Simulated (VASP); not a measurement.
# MnHg (Pm-3m) in VASP: notebook

Runs on MnHg. Level: PBE. Tasks: single point.

Everything below comes from runs of VASP 6.6.1. Logs are shortened: lines on timing, memory, paths and dates and some standing lists are left out, and cuts for length are marked.

## Step 1: The cell of the first run

The structure is cubic, space group Pm-3m (No. 221). Conventional cell: a = 3.315 Å, b = 3.315 Å, c = 3.315 Å, α = 90.00°, β = 90.00°, γ = 90.00°. Within 3.8 Å of Mn (site symmetry m-3m) lie 8 Hg at 2.87 Å and 6 Mn at 3.31 to 3.32 Å. Within 3.8 Å of Hg (site symmetry m-3m) lie 8 Mn at 2.87 Å and 6 Hg at 3.31 Å.

## Step 2: Single point, PBE

File INCAR:

```
PREC     = Accurate       # precision mode
ENCUT    = 520            # plane-wave cutoff, eV
EDIFF    = 1E-6           # SCF threshold, eV
ISMEAR   = -1             # smearing method
SIGMA    = 0.1            # smearing width, eV
LREAL    = False          # projectors in reciprocal space
LASPH    = True           # aspherical terms in the spheres
NELM     = 80             # most SCF steps
ALGO     = Normal         # electronic algorithm
ISIF     = 2              # what is computed and relaxed
LWAVE    = False          # write WAVECAR
LCHARG   = False          # write CHGCAR
GGA      = PE             # functional
NBANDS   = 33             # bands
```

File KPOINTS:

```
Automatic mesh
0
Gamma
  9 9 5
```

File POSCAR:

```
MnHg
1.0
    3.3150000000      0.0000000000      0.0000000000
    0.0000000000      3.3150000000      0.0000000000
    0.0000000000      0.0000000000      6.6300000000
Mn Hg
2 2
Direct
    0.5000000000      0.5000000000      0.2500000000
    0.5000000000      0.5000000000      0.7500000000
    0.0000000000      0.0000000000      0.0000000000
    0.0000000000      0.0000000000      0.5000000000
```

Potentials or basis: VASP PAW PBE potentials, release 64 (Mn_pv, Hg).

On the command line:

```console
$ cat potpaw_PBE.64/Mn_pv/POTCAR potpaw_PBE.64/Hg/POTCAR > POTCAR
$ mpirun -np 1 vasp_std > vasp.out
```

OUTCAR:

```text
PREC = Accurate
   ENCUT = 520
   EDIFF = 1E-6
   ISMEAR = -1
   LREAL = False
   LASPH = True
   NELM = 80
   ISIF = 2
   GGA = PE

 ion  position               nearest neighbor table
   1  0.500  0.500  0.250-   3 2.87   4 2.87   3 2.87   4 2.87   3 2.87   4 2.87   3 2.87   4 2.87

   2  0.500  0.500  0.750-   3 2.87   4 2.87   3 2.87   4 2.87   3 2.87   4 2.87   3 2.87   4 2.87

   3  0.000  0.000  0.000-   1 2.87   2 2.87   1 2.87   2 2.87   1 2.87   2 2.87   1 2.87   2 2.87
                             4 3.31   4 3.31
   4  0.000  0.000  0.500-   1 2.87   2 2.87   1 2.87   2 2.87   1 2.87   2 2.87   1 2.87   2 2.87
                             3 3.31   3 3.31

  LATTYP: Found a simple tetragonal cell.
 ALAT       =     3.3150000000
 C/A-ratio  =     2.0000000000

  Lattice vectors:

 A1 = (   3.3150000000,   0.0000000000,   0.0000000000)
 A2 = (   0.0000000000,   3.3150000000,   0.0000000000)
 A3 = (   0.0000000000,   0.0000000000,   6.6300000000)

Analysis of symmetry for initial positions (statically):
=====================================================================
 Subroutine PRICEL returns following result:

  LATTYP: Found a simple cubic cell.
 ALAT       =     3.3150000000

  Lattice vectors:

 A1 = (   3.3150000000,   0.0000000000,   0.0000000000)
 A2 = (   0.0000000000,   3.3150000000,   0.0000000000)
 A3 = (   0.0000000000,   0.0000000000,   3.3150000000)

   2 primitive cells build up your supercell.

 Routine SETGRP: Setting up the symmetry group for a
 simple tetragonal supercell.

 Subroutine GETGRP returns: Found 16 space group operations
 (whereof 16 operations were pure point group operations)
 out of a pool of 16 trial point group operations.

The static configuration has the point symmetry D_4h.

Analysis of symmetry for dynamics (positions and initial velocities):
=====================================================================
 Subroutine PRICEL returns following result:

  LATTYP: Found a simple cubic cell.
 ALAT       =     3.3150000000

  Lattice vectors:

 A1 = (   3.3150000000,   0.0000000000,   0.0000000000)
 A2 = (   0.0000000000,   3.3150000000,   0.0000000000)
 A3 = (   0.0000000000,   0.0000000000,   3.3150000000)

   2 primitive cells build up your supercell.

 Routine SETGRP: Setting up the symmetry group for a
 simple tetragonal supercell.

 Subroutine GETGRP returns: Found 16 space group operations
 (whereof 16 operations were pure point group operations)
 out of a pool of 16 trial point group operations.

The dynamic configuration has the point symmetry D_4h.

 Subroutine INISYM returns: Found 16 space group operations
 (whereof 16 operations are pure point group operations),
 and found     2 'primitive' translations

----------------------------------------------------------------------------------------

                                     Primitive cell

  volume of cell :      36.4293

  direct lattice vectors                    reciprocal lattice vectors
     3.315000000  0.000000000  0.000000000     0.301659125  0.000000000  0.000000000
     0.000000000  3.315000000  0.000000000     0.000000000  0.301659125  0.000000000
     0.000000000  0.000000000  3.315000000     0.000000000  0.000000000  0.301659125

  length of vectors
     3.315000000  3.315000000  3.315000000     0.301659125  0.301659125  0.301659125

  position of ions in fractional coordinates (direct lattice)
     0.500000000  0.500000000  0.500000000
     0.000000000  0.000000000  0.000000000

  ion indices of the primitive-cell ions
   primitive index   ion index
                 1           1
                 2           3

----------------------------------------------------------------------------------------

 KPOINTS: Automatic mesh

Automatic generation of k-mesh.
 Grid dimensions read from file:
 generate k-points for:    9    9    5

 Generating k-lattice:

  Cartesian coordinates                     Fractional coordinates (reciprocal lattice)
     0.033517681  0.000000000  0.000000000     0.111111111  0.000000000  0.000000000
     0.000000000  0.033517681  0.000000000     0.000000000  0.111111111  0.000000000
     0.000000000  0.000000000  0.030165913     0.000000000  0.000000000  0.200000000

  Length of vectors
     0.033517681  0.033517681  0.030165913

  Shift w.r.t. Gamma in fractional coordinates (k-lattice)
     0.000000000  0.000000000  0.000000000

 Subroutine IBZKPT returns following result:
 ===========================================

 Found     45 irreducible k-points:

 Following reciprocal coordinates:
            Coordinates               Weight
  0.000000  0.000000  0.000000      1.000000
  0.111111  0.000000  0.000000      4.000000
  0.222222  0.000000  0.000000      4.000000
  0.333333  0.000000  0.000000      4.000000
  0.444444  0.000000  0.000000      4.000000
  0.111111  0.111111  0.000000      4.000000
[... 16 lines left out ...]
  0.333333  0.111111  0.200000     16.000000
  0.444444  0.111111  0.200000     16.000000
 [... further k-points ...]
   k-points           NKPTS =     45   k-points in BZ     NKDIM =     45   number of bands    NBANDS=     33
   number of dos      NEDOS =    301   number of ions     NIONS =      4
   total plane-waves  NPLWV =  39200
   dimension x,y,z NGX =    28 NGY =   28 NGZ =   50
   dimension x,y,z NGXF=    56 NGYF=   56 NGZF=  100
   ions per type =               2   2
   NGX,Y,Z   is equivalent  to a cutoff of  14.04, 14.04, 12.54 a.u.
   NGXF,Y,Z  is equivalent  to a cutoff of  28.08, 28.08, 25.07 a.u.
 SYSTEM =  unknown system
   PREC   = accura    normal or accurate (medium, high low for compatibility)
   ISTART =      0    job   : 0-new  1-cont  2-samecut
   ICHARG =      2    charge: 1-file 2-atom 10-const
   ISPIN  =      1    spin polarized calculation?
   LNONCOLLINEAR =      F non collinear calculations
   LSORBIT =      F    spin-orbit coupling
   LASPH  =      T    aspherical Exc in radial PAW
   ENCUT  =  520.0 eV  38.22 Ry    6.18 a.u.   6.16  6.16 12.33*2*pi/ulx,y,z
   NELM   =     80;   NELMIN=  2; NELMDL= -5     # of ELM steps
   EDIFF  = 0.1E-05   stopping-criterion for ELM
   LREAL  =      F    real-space projection
   EDIFFG = 0.1E-04   stopping-criterion for IOM
   NSW    =      0    number of steps for IOM
   IBRION =     -1    ionic relax: 0-MD 1-quasi-New 2-CG
   NFREE  =      0    steps in history (QN), initial steepest desc. (CG)
   ISIF   =      2    stress and relaxation
   ISYM   =      2    0-nonsym 1-usesym 2-fastsym
   POTIM  = 0.5000    time-step for ionic-motion
   TEBEG  =    0.0;   TEEND  =   0.0 temperature during run
   PSTRESS=    0.0 pullay stress
   NELECT =      50.0000    total number of electrons
   NUPDOWN=      -1.0000    fix difference up-down
   EMIN   =  10.00;   EMAX   =-10.00  energy-range for DOS
   EFERMI =   0.00;   METHOD = LEGACY
   ISMEAR =    -1;   SIGMA  =   0.10  broadening in eV -4-tet -1-fermi 0-gaus
   EFERMI_NEDOS =   21; number of points for ismear=-14 and -15
   IALGO  =     38    algorithm
   IMIX   =      4    mixing-type and parameters
     AMIX     =   0.40;   BMIX     =  1.00
     AMIX_MAG =   1.60;   BMIX_MAG =  1.00
  volume/ion in A,a.u.               =      18.21       122.92
  Fermi-wavevector in a.u.,A,eV,Ry     =   1.444014  2.728790 28.370534  2.085175
  Thomas-Fermi vector in A             =   2.562356
   LORBIT       =      0    0 simple, 1 ext, 2 COOP (PROOUT), +10 PAW based schemes
   GGA     = PE    functional components
   LHFCALC =     F    Hartree Fock is set to
   AEXX    =    0.0000 exact exchange contribution
   IVDW    =     0    specifies the selected vdW correction
   LEPSILON=     F    determine dielectric tensor
   LRPA    =     F    only Hartree local field effects (RPA)
 non-spin polarized calculation
  energy-cutoff  :      520.00
  volume of cell :       72.86
 maximum number of plane-waves:      1980
 NGX is ok and might be reduce to    28
   NGX = 13   NGY = 13   NGZ = 25

 number of electron      50.0000021 magnetization

 Free energy of the ion-electron system (eV)
  ---------------------------------------------------
  ext. energy  EPLUGINS =         0.00000000
  ---------------------------------------------------
  free energy    TOTEN  =       -14.23224347 eV

  energy without entropy =      -13.86954915  energy(sigma->0) =      -14.05089631

 E-fermi :   4.7497     XC(G=0): -11.7294

 val. band max:        4.7431209987   @ k =   0.4444   0.1111   0.4000
 cond. band min:       4.7565296451   @ k =   0.3333   0.3333   0.4000
 fundamental gap:      0.0134086464
 Fermi energy:         4.7497443343

 k-point     1 :       0.0000    0.0000    0.0000
  band No.  band energies     occupation
      1     -42.8851      2.00000
      2     -42.8672      2.00000
      3     -42.8672      2.00000
      4     -42.8672      2.00000
      5     -42.8661      2.00000
      6     -42.8661      2.00000
[... 25 lines left out ...]
     32      10.5569      0.00000
     33      14.5274      0.00000

 k-point     2 :       0.1111    0.0000    0.0000
  band No.  band energies     occupation
      1     -42.8849      2.00000
      2     -42.8693      2.00000
      3     -42.8681      2.00000
      4     -42.8671      2.00000
      5     -42.8671      2.00000
      6     -42.8659      2.00000
[... 25 lines left out ...]
     32      10.9456      0.00000
     33      13.3151      0.00000

 k-point     3 :       0.2222    0.0000    0.0000
  band No.  band energies     occupation
      1     -42.8842      2.00000
      2     -42.8746      2.00000
      3     -42.8731      2.00000
      4     -42.8668      2.00000
      5     -42.8668      2.00000
      6     -42.8655      2.00000
[... 25 lines left out ...]
     32      11.9941      0.00000
     33      11.9941      0.00000

 k-point     4 :       0.3333    0.0000    0.0000
  band No.  band energies     occupation
      1     -42.8835      2.00000
      2     -42.8806      2.00000
      3     -42.8788      2.00000
      4     -42.8664      2.00000
      5     -42.8664      2.00000
      6     -42.8649      2.00000
[... 673 lines left out ...]
     32      10.5280      0.00000
     33      11.0905      0.00000

 k-point    23 :       0.3333    0.1111    0.2000
  band No.  band energies     occupation
      1     -42.8817      2.00000
      2     -42.8803      2.00000
      3     -42.8788      2.00000
      4     -42.8683      2.00000
      5     -42.8678      2.00000
      6     -42.8671      2.00000
[... 25 lines left out ...]
     32      11.3552      0.00000
     33      11.5824      0.00000

 k-point    24 :       0.4444    0.1111    0.2000
  band No.  band energies     occupation
      1     -42.8842      2.00000
      2     -42.8826      2.00000
      3     -42.8813      2.00000
      4     -42.8680      2.00000
      5     -42.8676      2.00000
      6     -42.8668      2.00000
[... 25 lines left out ...]
     32       9.9028      0.00000
     33      12.7348      0.00000

 [... further k-points ...]

------------------------ aborting loop because EDIFF is reached ----------------------------------------

  FORCE on cell =-STRESS in cart. coord.  units (eV):
  Direction    XX          YY          ZZ          XY          YZ          ZX
  --------------------------------------------------------------------------------------
  -------------------------------------------------------------------------------------
  Total       -6.2347858     -6.2347858     -6.2269997      0.0000000     -0.0000000      0.0000000
  in kB     -137.1044419   -137.1044419   -136.9332234      0.0000000     -0.0000000      0.0000000
  external PRESSURE =    -137.0473691 kB  Pullay stress =       0.0000000 kB

 VOLUME and BASIS-vectors are now :
 -----------------------------------------------------------------------------
  energy-cutoff  :      520.00
  volume of cell :       72.86
      direct lattice vectors                 reciprocal lattice vectors
     3.315000000  0.000000000  0.000000000     0.301659125  0.000000000  0.000000000
     0.000000000  3.315000000  0.000000000     0.000000000  0.301659125  0.000000000
     0.000000000  0.000000000  6.630000000     0.000000000  0.000000000  0.150829563

 POSITION                                       TOTAL-FORCE (eV/Angst)
 -----------------------------------------------------------------------------------
      1.65750      1.65750      1.65750        -0.000000     -0.000000      0.000000
      1.65750      1.65750      4.97250         0.000000     -0.000000     -0.000000
      0.00000      0.00000      0.00000        -0.000000      0.000000     -0.000000
      0.00000      0.00000      3.31500        -0.000000      0.000000     -0.000000
 -----------------------------------------------------------------------------------
    total drift:                                0.000000      0.000000      0.000000

  FREE ENERGIE OF THE ION-ELECTRON SYSTEM (eV)
  ---------------------------------------------------
  free  energy   TOTEN  =       -14.2322434742 eV

  energy  without entropy=      -13.8695491471  energy(sigma->0) =      -14.05089631
```

Run time: 2 min. Hardware: 1 thread of Intel Xeon 8259CL, shared host; peak memory 0.25 GiB.

Results:

| Item | Value |
| --- | --- |
| Free energy | -14.2322 eV |
| Pressure | -13.7 GPa |
| Band gap on the k mesh | zero (bands 25 and 26 overlap by 0.61 eV) |

Caveat: the cell stands under tension; spin-orbit coupling is left out, which moves the levels of the heavy elements; the run has no spin polarisation, though such a crystal can be magnetic. Spin polarisation is off, so any magnetic state and its effect on volume and gap are missing.

## Step 3: Single point, PBE, collinear spin, ferromagnetic start

File INCAR:

```
PREC     = Accurate       # precision mode
ENCUT    = 520            # plane-wave cutoff, eV
EDIFF    = 1E-7           # SCF threshold, eV
ISMEAR   = -1             # smearing method
SIGMA    = 0.1            # smearing width, eV
LREAL    = False          # projectors in reciprocal space
LASPH    = True           # aspherical terms in the spheres
NELM     = 150            # most SCF steps
ALGO     = Normal         # electronic algorithm
ISIF     = 2              # what is computed and relaxed
LWAVE    = False          # write WAVECAR
LCHARG   = False          # write CHGCAR
ISPIN    = 2              # spin polarisation
MAGMOM   = 4 4 0 0        # initial moments
LORBIT   = 11             # projections on sites
LMAXMIX  = 4              # l up to which the mixer works
GGA      = PE             # functional
NBANDS   = 37             # bands
```

File KPOINTS:

```
regular mesh
0
Gamma
  9 9 5
```

POSCAR is that of step 2.

Potentials or basis: VASP PAW PBE potentials, release 64 (Mn_pv, Hg).

On the command line:

```console
$ cat potpaw_PBE.64/Mn_pv/POTCAR potpaw_PBE.64/Hg/POTCAR > POTCAR
$ mpirun -np 1 vasp_std > vasp.out
```

Run time: 5.4 min. Hardware: 1 thread of Intel Xeon 8259CL, shared host; peak memory 0.34 GiB.

Results (log left out):

```yaml
Free_energy: -17.0325 eV
Pressure: 0.8 GPa
Net_moment: 7.77 μB per cell
Site_moments: Mn +3.80; Hg -0.05 μB
Valence_electrons_inside_the_program's_atomic_spheres: Mn 11.40; Hg 10.59
```

Levels at points of the mesh, in eV from the Fermi level:
Spin up:
```csv
k point,band 26,band 27,band 28,band 29,band 30,band 31,band 32,band 33
"(0.00, 0.00, 0.00)",-2.04,-2.04,-2.04,-1.55,4.89,4.89,4.89,8.58
```
Spin down:
```tsv
k point	band 19	band 20	band 21	band 22	band 23	band 24
(0.00, 0.00, 0.00)	-4.45	-0.03	0.32	0.32	0.45	0.45
```

Caveat: spin-orbit coupling is left out, which moves the levels of the heavy elements.

## Step 4: Single point, PBE, collinear spin, ferromagnetic start

File INCAR:

```
SYSTEM = MnHg
PREC = Accurate ; ENCUT = 520
EDIFF = 1E-7 ; ISMEAR = -1
SIGMA = 0.1 ; LREAL = .FALSE.
LASPH = .TRUE. ; NELM = 150
ALGO = Normal ; ISIF = 2
LWAVE = .FALSE. ; LCHARG = .FALSE.
ISPIN = 2 ; MAGMOM = 4 4 0 0
LORBIT = 11 ; LMAXMIX = 4
GGA = PE ; NBANDS = 37
```

File KPOINTS:

```
Automatic mesh
0
G
  9 9 5
  0 0 0
```

POSCAR is that of step 3.

On the command line:

```console
$ cat potpaw_PBE.64/Mn_pv/POTCAR potpaw_PBE.64/Hg/POTCAR > POTCAR
$ mpirun -np 1 vasp_std > vasp.out
```

Wall time 5.1 min (1 thread of Intel Xeon 8259CL, shared host); peak memory 0.34 GiB.

Results (log left out):

* Free energy: -17.0325 eV
* Pressure: 0.8 GPa
* Net moment: 7.77 μB per cell
* Site moments: Mn +3.80; Hg -0.05 μB
* Valence electrons inside the program's atomic spheres: Mn 11.40; Hg 10.59

Levels at points of the mesh, in eV from the Fermi level:
Spin up:
```csv
k point,band 25,band 26,band 27,band 28,band 29,band 30,band 31,band 32,band 33,band 34
"(0.00, 0.00, 0.00)",-2.25,-2.04,-2.04,-2.04,-1.55,4.89,4.89,4.89,8.58,10.05
```
Spin down:
```tsv
k point	band 17	band 18	band 19	band 20	band 21	band 22	band 23	band 24	band 25	band 26
(0.00, 0.00, 0.00)	-6.97	-5.00	-4.45	-0.03	0.32	0.32	0.45	0.45	1.31	1.50
```

Caveat: spin-orbit coupling is left out, which moves the levels of the heavy elements.
